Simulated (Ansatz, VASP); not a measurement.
One calculation of Hf, two programs

```xyz
2
Lattice="3.1184 0.0000 0.0000 -1.5592 2.7006 0.0000 0.0000 0.0000 4.9475" Properties=species:S:1:pos:R:3 pbc="T T T"
Hf    0.0000    1.8004    1.2369
Hf    1.5592    0.9002    3.7107
```

Alike in both runs: task single point; functional LDA; k mesh 3 × 3 × 2; occupations fermi-dirac, width 0.1 eV; no spin polarisation.

```csv
,VASP,Ansatz
version,VASP 6.6.1,Ansatz 0.2.0
potentials or method,"VASP PAW LDA potentials, release 64 (Hf_pv), cutoff 520 eV","plane waves (420 eV) with PAW, scalar-relativistic"
valence electrons in the cell,20,52
```

Ansatz gave:

* pressure (GPa): -0.6
* traceless stress, the component that is largest in VASP (GPa): 1.67

**Question.** Which values does VASP return?

**Answer.** Pressure (GPa): -0.5; traceless stress, the component that is largest in VASP (GPa): 1.85.

Ansatz warns that its potentials were made for another functional, while VASP's fit it. LDA's correlation is that of Perdew and Zunger in VASP and of Perdew and Wang (1992) in Ansatz. VASP's potentials hold 20 valence electrons a cell and Ansatz's 52, so a difference there can come from the potentials and not from the codes.

The k mesh is coarse, so the values compare programs but aren't converged. Spin-orbit coupling is off throughout.
